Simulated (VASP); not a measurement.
# Al2O3 (R-3c) in VASP: settings compared

Aim: see how the results for Al2O3 move with the level of theory and the settings. Levels: PBE, revPBE. Tasks: electric field gradients.

All numbers are computed with VASP 6.6.1; they aren't measurements. Logs are shortened: lines on timing, memory, paths and dates and some standing lists are left out, and cuts for length are marked.

## Step 1: The cell of the first run

Symmetry: R-3c, No. 167, trigonal system. Conventional cell: a = 4.760 Å, b = 4.760 Å, c = 12.996 Å, α = 90.00°, β = 90.00°, γ = 120.00°. Al (site symmetry 3) has 6 O at 1.85 to 1.97 Å within 2.5 Å. Within 2.9 Å of O (site symmetry 2) lie 4 Al at 1.85 to 1.97 Å and 12 O at 2.53 to 2.86 Å.

## Step 2: Electric field gradients, PBE

Contents of INCAR:

```
SYSTEM = Al2O3
PREC     = Accurate       ! precision mode
ENCUT    = 520            ! plane-wave cutoff, eV
EDIFF    = 1E-8           ! SCF threshold, eV
ISMEAR   = -1             ! smearing method
SIGMA    = 0.02           ! smearing width, eV
LREAL    = .False.        ! projectors in reciprocal space
LASPH    = .True.         ! aspherical terms in the spheres
NELM     = 60             ! most SCF steps
ALGO     = Normal         ! electronic algorithm
ISIF     = 2              ! what is computed and relaxed
LWAVE    = .False.        ! write WAVECAR
LCHARG   = .False.        ! write CHGCAR
GGA      = PE             ! functional
LEFG     = .True.       
NBANDS   = 35             ! bands
```

Contents of KPOINTS:

```
regular mesh
0
Gamma
  8 8 8
  0 0 0
```

Contents of POSCAR:

```
Al2O3
1.0
    2.3802500000      1.3742379782      4.3318666667
   -2.3802500000      1.3742379782      4.3318666667
    0.0000000000     -2.7484759565      4.3318666667
Al O
4 6
Direct
    0.3521600000      0.3521600000      0.3521600000
    0.1478400000      0.1478400000      0.1478400000
    0.6478400000      0.6478400000      0.6478400000
    0.8521600000      0.8521600000      0.8521600000
    0.5566800000      0.9433200000      0.2500000000
    0.2500000000      0.5566800000      0.9433200000
    0.9433200000      0.2500000000      0.5566800000
    0.4433200000      0.0566800000      0.7500000000
    0.7500000000      0.4433200000      0.0566800000
    0.0566800000      0.7500000000      0.4433200000
```

Potentials or basis: VASP PAW PBE potentials, release 64 (Al, O).

Launch:

```console
$ cat potpaw_PBE.64/Al/POTCAR potpaw_PBE.64/O/POTCAR > POTCAR
$ mpirun -np 1 vasp_std > vasp.out
```

OUTCAR:

```text
SYSTEM = Al2O3
   PREC = Accurate
   ENCUT = 520
   EDIFF = 1E-8
   ISMEAR = -1
   LREAL = .False.
   LASPH = .True.
   NELM = 60
   ISIF = 2
   GGA = PE

 ion  position               nearest neighbor table
   1  0.352  0.352  0.352-   9 1.85  10 1.85   8 1.85   7 1.97   5 1.97   6 1.97   2 2.66   3 2.79
                             3 2.79   3 2.79   2 3.22   2 3.22   2 3.22
   2  0.148  0.148  0.148-  10 1.85   9 1.85   8 1.85   6 1.97   5 1.97   7 1.97   1 2.66   4 2.79
                             4 2.79   4 2.79   1 3.22   1 3.22   1 3.22
   3  0.648  0.648  0.648-   6 1.85   7 1.85   5 1.85  10 1.97   8 1.97   9 1.97   4 2.66   1 2.79
                             1 2.79   1 2.79   4 3.22   4 3.22   4 3.22
   4  0.852  0.852  0.852-   7 1.85   6 1.85   5 1.85   9 1.97   8 1.97  10 1.97   3 2.66   2 2.79
                             2 2.79   2 2.79   3 3.22   3 3.22   3 3.22
   5  0.557  0.943  0.250-   3 1.85   4 1.85   1 1.97   2 1.97
   6  0.250  0.557  0.943-   3 1.85   4 1.85   2 1.97   1 1.97
   7  0.943  0.250  0.557-   4 1.85   3 1.85   1 1.97   2 1.97
   8  0.443  0.057  0.750-   1 1.85   2 1.85   3 1.97   4 1.97
   9  0.750  0.443  0.057-   1 1.85   2 1.85   4 1.97   3 1.97
  10  0.057  0.750  0.443-   2 1.85   1 1.85   3 1.97   4 1.97

  LATTYP: Found a trigonal (rhomboedric) cell.
 ALAT       =     5.1302230849
 COS(alpha) =     0.5694707703

  Lattice vectors:

 A1 = (   2.3802500000,   1.3742379782,   4.3318666667)
 A2 = (  -2.3802500000,   1.3742379782,   4.3318666667)
 A3 = (   0.0000000000,  -2.7484759565,   4.3318666667)

Analysis of symmetry for initial positions (statically):
=====================================================================
 Subroutine PRICEL returns:
 Original cell was already a primitive cell.

 Routine SETGRP: Setting up the symmetry group for a
 trigonal (rhombohedral) supercell.

 Subroutine GETGRP returns: Found 12 space group operations
 (whereof  6 operations were pure point group operations)
 out of a pool of 12 trial point group operations.

The static configuration has the point symmetry S_6 .
 The point group associated with its full space group is D_3d.

Analysis of symmetry for dynamics (positions and initial velocities):
=====================================================================
 Subroutine PRICEL returns:
 Original cell was already a primitive cell.

 Routine SETGRP: Setting up the symmetry group for a
 trigonal (rhombohedral) supercell.

 Subroutine GETGRP returns: Found 12 space group operations
 (whereof  6 operations were pure point group operations)
 out of a pool of 12 trial point group operations.

The dynamic configuration has the point symmetry S_6 .
 The point group associated with its full space group is D_3d.

 Subroutine INISYM returns: Found 12 space group operations
 (whereof  6 operations are pure point group operations),
 and found     1 'primitive' translations

----------------------------------------------------------------------------------------

                                     Primitive cell

  volume of cell :      85.0180

  direct lattice vectors                    reciprocal lattice vectors
     2.380250000  1.374237978  4.331866667     0.210061968  0.121279334  0.076949121
    -2.380250000  1.374237978  4.331866667    -0.210061968  0.121279334  0.076949121
     0.000000000 -2.748475957  4.331866667     0.000000000 -0.242558668  0.076949121

  length of vectors
     5.130223085  5.130223085  5.130223085     0.254471756  0.254471756  0.254471756

  position of ions in fractional coordinates (direct lattice)
     0.352160000  0.352160000  0.352160000
     0.147840000  0.147840000  0.147840000
     0.647840000  0.647840000  0.647840000
     0.852160000  0.852160000  0.852160000
     0.556680000  0.943320000  0.250000000
     0.250000000  0.556680000  0.943320000
     0.943320000  0.250000000  0.556680000
     0.443320000  0.056680000  0.750000000
     0.750000000  0.443320000  0.056680000
     0.056680000  0.750000000  0.443320000

  ion indices of the primitive-cell ions
   primitive index   ion index
                 1           1
                 2           2
                 3           3
[... 98 lines left out ...]
     AMIX     =   0.40;   BMIX     =  1.00
     AMIX_MAG =   1.60;   BMIX_MAG =  1.00
  volume/ion in A,a.u.               =       8.50        57.37
  Fermi-wavevector in a.u.,A,eV,Ry     =   1.353064  2.556920 24.909299  1.830782
  Thomas-Fermi vector in A             =   2.480350
   LORBIT       =      0    0 simple, 1 ext, 2 COOP (PROOUT), +10 PAW based schemes
   GGA     = PE    functional components
   LHFCALC =     F    Hartree Fock is set to
   AEXX    =    0.0000 exact exchange contribution
   IVDW    =     0    specifies the selected vdW correction
   LEPSILON=     F    determine dielectric tensor
   LRPA    =     F    only Hartree local field effects (RPA)
 non-spin polarized calculation
  energy-cutoff  :      520.00
  volume of cell :       85.02
 maximum number of plane-waves:      2308
 NGX is ok and might be reduce to    40
   NGX = 19   NGY = 19   NGZ = 19

 number of electron      48.0000013 magnetization

 Free energy of the ion-electron system (eV)
  ---------------------------------------------------
  ext. energy  EPLUGINS =         0.00000000
  ---------------------------------------------------
  free energy    TOTEN  =       -74.75239510 eV

  energy without entropy =      -74.75239510  energy(sigma->0) =      -74.75239510

 E-fermi :   6.5720     XC(G=0): -11.6856

 val. band max:        6.1427423768   @ k =   0.0000   0.0000   0.0000
 cond. band min:      12.3579570733   @ k =   0.0000   0.0000   0.0000
 fundamental gap:      6.2152146964
 Fermi energy:         6.5719671408

 k-point     1 :       0.0000    0.0000    0.0000
  band No.  band energies     occupation
      1     -13.1027      2.00000
      2     -10.7684      2.00000
      3     -10.4900      2.00000
      4     -10.4900      2.00000
      5     -10.1754      2.00000
      6     -10.1754      2.00000
[... 901 lines left out ...]
     34      19.4151      0.00000
     35      19.9616      0.00000

 [... further k-points ...]

------------------------ aborting loop because EDIFF is reached ----------------------------------------

  FORCE on cell =-STRESS in cart. coord.  units (eV):
  Direction    XX          YY          ZZ          XY          YZ          ZX
  --------------------------------------------------------------------------------------
  -------------------------------------------------------------------------------------
  Total        3.9312021      3.9312021      3.5947464      0.0000000     -0.0000000      0.0000000
  in kB       74.0841155     74.0841155     67.7435562      0.0000000     -0.0000000      0.0000000
  external PRESSURE =      71.9705957 kB  Pullay stress =       0.0000000 kB

 VOLUME and BASIS-vectors are now :
 -----------------------------------------------------------------------------
  energy-cutoff  :      520.00
  volume of cell :       85.02
      direct lattice vectors                 reciprocal lattice vectors
     2.380250000  1.374237978  4.331866667     0.210061968  0.121279334  0.076949121
    -2.380250000  1.374237978  4.331866667    -0.210061968  0.121279334  0.076949121
     0.000000000 -2.748475957  4.331866667     0.000000000 -0.242558668  0.076949121

 POSITION                                       TOTAL-FORCE (eV/Angst)
 -----------------------------------------------------------------------------------
      0.00000     -0.00000      4.57653         0.000000      0.000000     -0.026802
      0.00000     -0.00000      1.92127         0.000000     -0.000000      0.026802
      0.00000     -0.00000      8.41907         0.000000     -0.000000      0.026802
      0.00000     -0.00000     11.07433         0.000000      0.000000     -0.026802
     -0.92030      1.37424      7.58077        -0.025892     -0.000000     -0.000000
     -0.72998     -1.48412      7.58077         0.012946     -0.022423     -0.000000
      1.65027      0.10988      7.58077         0.012946      0.022423     -0.000000
      0.92030     -1.37424      5.41483         0.025892     -0.000000     -0.000000
      0.72998      1.48412      5.41483        -0.012946      0.022423     -0.000000
     -1.65027     -0.10988      5.41483        -0.012946     -0.022423     -0.000000
 -----------------------------------------------------------------------------------
    total drift:                               -0.000000      0.000000     -0.000000

  FREE ENERGIE OF THE ION-ELECTRON SYSTEM (eV)
  ---------------------------------------------------
  free  energy   TOTEN  =       -74.7523951016 eV

  energy  without entropy=      -74.7523951016  energy(sigma->0) =      -74.75239510

 Electric field gradients (V/A^2)
---------------------------------------------------------------------
 ion       V_xx      V_yy      V_zz      V_xy      V_xz      V_yz
---------------------------------------------------------------------
   1      -3.167    -3.167     6.335     0.000     0.000     0.000
   2      -3.167    -3.167     6.335    -0.000    -0.000     0.000
   3      -3.167    -3.167     6.335     0.000     0.000     0.000
   4      -3.167    -3.167     6.335    -0.000    -0.000     0.000
   5       9.471    -6.188    -3.283     0.000     0.000   -32.984
   6      -2.273     5.556    -3.283    -6.781    28.565    16.492
   7      -2.273     5.556    -3.283     6.781   -28.565    16.492
   8       9.471    -6.188    -3.283    -0.000     0.000   -32.984
   9      -2.273     5.556    -3.283    -6.781    28.565    16.492
  10      -2.273     5.556    -3.283     6.781   -28.565    16.492
---------------------------------------------------------------------

 Electric field gradients after diagonalization (V/A^2)
 (convention: |V_zz| > |V_xx| > |V_yy|)
----------------------------------------------------------------------
 ion       V_xx      V_yy      V_zz     asymmetry (V_yy - V_xx)/ V_zz
----------------------------------------------------------------------
   1      -3.167    -3.167     6.335       0.000
   2      -3.167    -3.167     6.335       0.000
   3      -3.167    -3.167     6.335       0.000
   4      -3.167    -3.167     6.335       0.000
   5      28.281     9.471   -37.752       0.498
   6      28.281     9.471   -37.752       0.498
   7      28.281     9.471   -37.752       0.498
   8      28.281     9.471   -37.752       0.498
   9      28.281     9.471   -37.752       0.498
  10      28.281     9.471   -37.752       0.498
----------------------------------------------------------------------

           NMR quadrupolar parameters

 Cq : quadrupolar parameter    Cq=e*Q*V_zz/h
 eta: asymmetry parameters     (V_yy - V_xx)/ V_zz
 Q  : nuclear electric quadrupole moment in mb (millibarn)
----------------------------------------------------------------------
 ion       Cq(MHz)       eta       Q (mb)
----------------------------------------------------------------------
   1       0.015       0.000       1.000
   2       0.015       0.000       1.000
   3       0.015       0.000       1.000
   4       0.015       0.000       1.000
   5      -0.091       0.498       1.000
   6      -0.091       0.498       1.000
   7      -0.091       0.498       1.000
   8      -0.091       0.498       1.000
   9      -0.091       0.498       1.000
  10      -0.091       0.498       1.000
----------------------------------------------------------------------
```

Wall time 5.3 min (1 thread of Intel Xeon Platinum 8259CL at 2.50GHz (Skylake/Cascade Lake), shared host); peak memory 0.31 GiB.

Results:

```yaml
Free_energy: -74.7524 eV
Pressure: 7.2 GPa
Largest_force: 0.027 eV/Å
Band_gap_on_the_k_mesh: 6.22 eV
Largest_electric_field_gradient_by_atom: Al +6.3; O -37.8 V/Å²
```

Forces in eV/Å, atoms in the order of the input:
```
Al   0.000  0.000 -0.027
Al   0.000  0.000  0.027
Al   0.000  0.000  0.027
Al   0.000  0.000 -0.027
O   -0.026  0.000  0.000
O    0.013 -0.022  0.000
O    0.013  0.022  0.000
O    0.026  0.000  0.000
O   -0.013  0.022  0.000
O   -0.013 -0.022  0.000
```

Electric field gradients, principal values (V/Å²):
| atom | least | middle | greatest (by size) |
| --- | --- | --- | --- |
| 1 Al | -3.167 | -3.167 | 6.335 |
| 2 Al | -3.167 | -3.167 | 6.335 |
| 3 Al | -3.167 | -3.167 | 6.335 |
| 4 Al | -3.167 | -3.167 | 6.335 |
| 5 O | 9.471 | 28.281 | -37.752 |
| 6 O | 9.471 | 28.281 | -37.752 |
| 7 O | 9.471 | 28.281 | -37.752 |
| 8 O | 9.471 | 28.281 | -37.752 |
| 9 O | 9.471 | 28.281 | -37.752 |
| 10 O | 9.471 | 28.281 | -37.752 |

Caveat: the cell stands under pressure; without QUAD_EFG the Cq values of the log hold for a quadrupole moment of 1 mb, not for the nuclei.

## Step 3: Electric field gradients, revPBE

Contents of INCAR:

```
PREC = Accurate ; ENCUT = 520
EDIFF = 1E-8 ; ISMEAR = -1
SIGMA = 0.02 ; LREAL = False
LASPH = True ; NELM = 100
ALGO = Normal ; ISIF = 2
LWAVE = False ; LCHARG = False
GGA = RE ; LEFG = True
NBANDS = 35
```

Contents of KPOINTS:

```
Automatic mesh
0
Gamma
  8 8 8
```

POSCAR is that of step 2.

Potentials or basis: VASP PAW PBE potentials, release 64 (Al, O).

Launch:

```console
$ cat potpaw_PBE.64/Al/POTCAR potpaw_PBE.64/O/POTCAR > POTCAR
$ mpirun -np 1 vasp_std > vasp.out
```

OUTCAR:

```text
PREC = Accurate
   ENCUT = 520
   EDIFF = 1E-8
   ISMEAR = -1
   LREAL = False
   LASPH = True
   NELM = 100
   ISIF = 2
   GGA = RE

 ion  position               nearest neighbor table
   1  0.352  0.352  0.352-   9 1.85  10 1.85   8 1.85   7 1.97   5 1.97   6 1.97   2 2.66   3 2.79
                             3 2.79   3 2.79   2 3.22   2 3.22   2 3.22
   2  0.148  0.148  0.148-  10 1.85   9 1.85   8 1.85   6 1.97   5 1.97   7 1.97   1 2.66   4 2.79
                             4 2.79   4 2.79   1 3.22   1 3.22   1 3.22
   3  0.648  0.648  0.648-   6 1.85   7 1.85   5 1.85  10 1.97   8 1.97   9 1.97   4 2.66   1 2.79
                             1 2.79   1 2.79   4 3.22   4 3.22   4 3.22
   4  0.852  0.852  0.852-   7 1.85   6 1.85   5 1.85   9 1.97   8 1.97  10 1.97   3 2.66   2 2.79
                             2 2.79   2 2.79   3 3.22   3 3.22   3 3.22
   5  0.557  0.943  0.250-   3 1.85   4 1.85   1 1.97   2 1.97
   6  0.250  0.557  0.943-   3 1.85   4 1.85   2 1.97   1 1.97
   7  0.943  0.250  0.557-   4 1.85   3 1.85   1 1.97   2 1.97
   8  0.443  0.057  0.750-   1 1.85   2 1.85   3 1.97   4 1.97
   9  0.750  0.443  0.057-   1 1.85   2 1.85   4 1.97   3 1.97
  10  0.057  0.750  0.443-   2 1.85   1 1.85   3 1.97   4 1.97

[... 1184 lines left out ...]
   1      -3.169    -3.169     6.338       0.000
   2      -3.169    -3.169     6.338       0.000
   3      -3.169    -3.169     6.338       0.000
   4      -3.169    -3.169     6.338       0.000
   5      28.582     9.615   -38.196       0.497
   6      28.582     9.615   -38.196       0.497
   7      28.582     9.615   -38.196       0.497
   8      28.582     9.615   -38.196       0.497
   9      28.582     9.615   -38.196       0.497
  10      28.582     9.615   -38.196       0.497
----------------------------------------------------------------------

           NMR quadrupolar parameters

 Cq : quadrupolar parameter    Cq=e*Q*V_zz/h
 eta: asymmetry parameters     (V_yy - V_xx)/ V_zz
 Q  : nuclear electric quadrupole moment in mb (millibarn)
----------------------------------------------------------------------
 ion       Cq(MHz)       eta       Q (mb)
----------------------------------------------------------------------
   1       0.015       0.000       1.000
   2       0.015       0.000       1.000
   3       0.015       0.000       1.000
   4       0.015       0.000       1.000
   5      -0.092       0.497       1.000
   6      -0.092       0.497       1.000
   7      -0.092       0.497       1.000
   8      -0.092       0.497       1.000
   9      -0.092       0.497       1.000
  10      -0.092       0.497       1.000
----------------------------------------------------------------------
```

stdout:

```text
POSCAR found type information on POSCAR AlO
 POSCAR found :  2 types and      10 ions
 scaLAPACK will be used
 -----------------------------------------------------------------------------
|                                                                             |
|                                                                             |
|     You enforced a specific xc type in the INCAR file but a different       |
|     I HOPE YOU KNOW WHAT YOU ARE DOING!                                     |
|                                                                             |
 -----------------------------------------------------------------------------

 LDA part: xc-table for (Slater+PW92), standard interpolation
 POSCAR, INCAR and KPOINTS ok, starting setup
 FFT: planning ... GRIDC
 FFT: planning ... GRID_SOFT
 FFT: planning ... GRID
 WAVECAR not read
 entering main loop
ion   1

ion   2

ion   3
[... 46 lines left out ...]
     0.0000293    -6.0876158   -14.0828693     2.2583268    24.3922451     3.5146866
     0.0000403    -6.0876147   -14.0828668     2.2583264    24.3922407     3.5146860
     0.0000555    -6.0876129   -14.0828624     2.2583257    24.3922333     3.5146850
     0.0000765    -6.0876099   -14.0828552     2.2583245    24.3922207     3.5146832
```

Wall time 5.5 min (1 thread of Intel Xeon Platinum 8259CL at 2.50GHz (Skylake/Cascade Lake), shared host); peak memory 0.31 GiB.

Results:

| Item | Value |
| --- | --- |
| Free energy | -71.4094 eV |
| Pressure | 10.8 GPa |
| Largest force | 0.032 eV/Å |
| Band gap on the k mesh | 6.29 eV |
| Largest electric field gradient by atom | Al +6.3; O -38.2 V/Å² |

Forces in eV/Å, atoms in the order of the input:
```
Al   0.000  0.000 -0.032
Al   0.000  0.000  0.032
Al   0.000  0.000  0.032
Al   0.000  0.000 -0.032
O   -0.001  0.000  0.000
O    0.000 -0.001  0.000
O    0.000  0.001  0.000
O    0.001  0.000  0.000
O    0.000  0.001  0.000
O    0.000 -0.001  0.000
```

Levels at points of the mesh, in eV from the valence-band top:
```
           k point  band 20  band 21  band 22  band 23  band 24  band 25  band 26  band 27  band 28  band 29
(0.00, 0.00, 0.00)    -0.50    -0.50    -0.05    -0.05     0.00     6.29     9.22    10.86    11.59    11.59
(0.50, 0.00, 0.00)    -1.33    -0.91    -0.91    -0.28    -0.28     9.55     9.55     9.73     9.73    11.88
(0.50, 0.50, 0.00)    -1.30    -1.03    -0.92    -0.74    -0.26     9.73     9.80    10.03    10.47    11.25
(0.50, 0.50, 0.50)    -2.00    -0.38    -0.38    -0.38    -0.38     8.75     8.75    11.21    11.21    12.60
```

Electric field gradients, principal values (V/Å²):
```csv
atom,least,middle,greatest (by size)
1 Al,-3.169,-3.169,6.338
2 Al,-3.169,-3.169,6.338
3 Al,-3.169,-3.169,6.338
4 Al,-3.169,-3.169,6.338
5 O,9.615,28.582,-38.196
6 O,9.615,28.582,-38.196
7 O,9.615,28.582,-38.196
8 O,9.615,28.582,-38.196
9 O,9.615,28.582,-38.196
10 O,9.615,28.582,-38.196
```

Caveat: the cell stands under pressure; without QUAD_EFG the Cq values of the log hold for a quadrupole moment of 1 mb, not for the nuclei; the PAW data sets were made with another functional, which shifts forces and pressure a little.
